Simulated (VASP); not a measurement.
## Bi6Te: single point with PBE

Crystal: Bi6Te.

```xyz
7
Lattice="4.4653 0.0000 0.0000 -2.2326 3.8671 0.0000 0.0000 0.0000 14.2336" Properties=species:S:1:pos:R:3 pbc="T T T"
Bi    0.0000    0.0000    4.0294
Bi    0.0000    2.5780    6.1685
Bi    2.2326    3.8671   10.2043
Bi    2.2326    1.2890    8.0652
Bi    0.0000    2.5780   12.1451
Bi    2.2326    1.2890    2.0886
Te   -2.2326    3.8671    0.0000
```

```json
{
 "Program": "VASP 6.6.1",
 "Task": "single point",
 "Functional": "PBE",
 "Potentials or basis": "VASP PAW PBE potentials, release 64 (Bi_d, Te)",
 "Cutoff": "520 eV",
 "k mesh": "6 × 6 × 2",
 "Occupations": "gaussian, width 0.2 eV",
 "Spin": "no spin polarisation"
}
```

```json
{"Pressure": "0.0 GPa", "Largest force": "0.040 eV/Å", "Band gap on the k mesh": "zero (bands 48 and 49 overlap by 0.84 eV)"}
```

Forces in eV/Å, atoms in the order of the input:
```
Bi   0.000  0.000 -0.034
Bi   0.000  0.000  0.040
Bi   0.000  0.000  0.034
Bi   0.000  0.000 -0.040
Bi   0.000  0.000 -0.012
Bi   0.000  0.000  0.012
Te   0.000  0.000  0.000
```

Stress tensor (GPa, compression positive):
```
 0.07  0.00  0.00
 0.00  0.07  0.00
 0.00  0.00 -0.07
```

Levels at points of the mesh, in eV from the Fermi level:
```
           k point  band 45  band 46  band 47  band 48  band 49  band 50  band 51  band 52
(0.00, 0.00, 0.00)    -0.18    -0.18    -0.07    -0.07    -0.04     1.27     1.27     1.40
(0.50, 0.00, 0.00)    -1.77    -1.77    -1.42     0.05     0.41     0.50     0.86     1.51
(0.00, 0.00, 0.50)    -0.56    -0.56     0.39     0.39     0.46     0.60     0.79     0.79
(0.50, 0.00, 0.50)    -1.15    -1.07    -0.93    -0.91     0.02     0.43     1.86     1.90
```

Wall time 7.6 min on 1 thread of Intel(R) Xeon(R) Platinum 8488C (Sapphire Rapids) (shared host), peak memory 0.44 GiB.

Caveat: spin-orbit coupling is left out, which moves the levels of the heavy elements.
